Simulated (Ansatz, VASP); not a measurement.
RuSe: VASP beside Ansatz

The input INCAR:

```
ALGO = Normal
EDIFF = 1E-6
ENCUT = 520
ISIF = 2
ISMEAR = 0
ISPIN = 2
LASPH = True
LCHARG = False
LMAXMIX = 4
LORBIT = 11
LREAL = False
LWAVE = False
MAGMOM = 1 -1 0 0
NBANDS = 32
NELM = 80
PREC = Accurate
SIGMA = 0.05
```

KPOINTS

```
k-points
0
Gamma
  6 6 6
```

File POSCAR:

```
RuSe
1.0
    5.3552328200      2.6776164100      2.6776164100
    2.6776164100      5.3552328200      2.6776164100
    2.6776164100      2.6776164100      5.3552328200
Ru Se
2 2
Direct
    0.2500000000      0.2500000000      0.2500000000
    0.7500000000      0.7500000000      0.7500000000
    0.0000000000      0.0000000000      0.0000000000
    0.5000000000      0.5000000000      0.5000000000
```

Contents of input.yaml:

```yaml
crystal:
  lattice:
    - [5.35523282, 2.67761641, 2.67761641]
    - [2.67761641, 5.35523282, 2.67761641]
    - [2.67761641, 2.67761641, 5.35523282]
  atoms:
    - { symbol: Ru, position: [0.25, 0.25, 0.25], spin: 1.0 }
    - { symbol: Ru, position: [0.75, 0.75, 0.75], spin: -1.0 }
    - { symbol: Se, position: [0.0, 0.0, 0.0] }
    - { symbol: Se, position: [0.5, 0.5, 0.5] }
hamiltonian:
  xc: lda
  pseudopotentials: { kind: paw }
magnetization:
  spin_polarized: true
kpoints:
  mp_grid: { grid: [6, 6, 6] }
scf:
  occupations: { method: gaussian, width: 0.05 }
output:
  forces: true
  stress: true
  eigenvalues: true
```

Alike in both runs: task single point; functional LDA; k mesh 6 × 6 × 6; occupations gaussian, width 0.05 eV; collinear spin, antiferromagnetic start.

|  | VASP | Ansatz |
| --- | --- | --- |
| version | VASP 6.6.1 | Ansatz 0.2.0 |
| potentials or method | VASP PAW LDA potentials, release 64 (Ru_pv, Se) | Ansatz PAW |
| plane-wave cutoff (eV) | 520 | 420 |
| valence electrons in the cell | 40 | 64 |

```tsv
	VASP	Ansatz	Ansatz less VASP
gap on the k mesh at the Fermi level (eV)	none	none	-
pressure (GPa)	-20.6	-19.5	+1.13
traceless stress, the component that is largest in VASP (GPa)	-0.01	-0.07	-0.068
net moment per atom (μB)	0.00	0.49	+0.488
size of the moment on the site where the two differ most (μB)	0.00	0.81	+0.808
```

The net moments are unlike, so the other rows may belong to different states. LDA's correlation is that of Perdew and Zunger in VASP and of Perdew and Wang (1992) in Ansatz. Site moments also hang on the region over which each program counts them. A gap of «none» marks a metal or a gap that the smearing closes. VASP's potentials hold 40 valence electrons a cell and Ansatz's 64, so a difference there can come from the potentials and not from the codes.
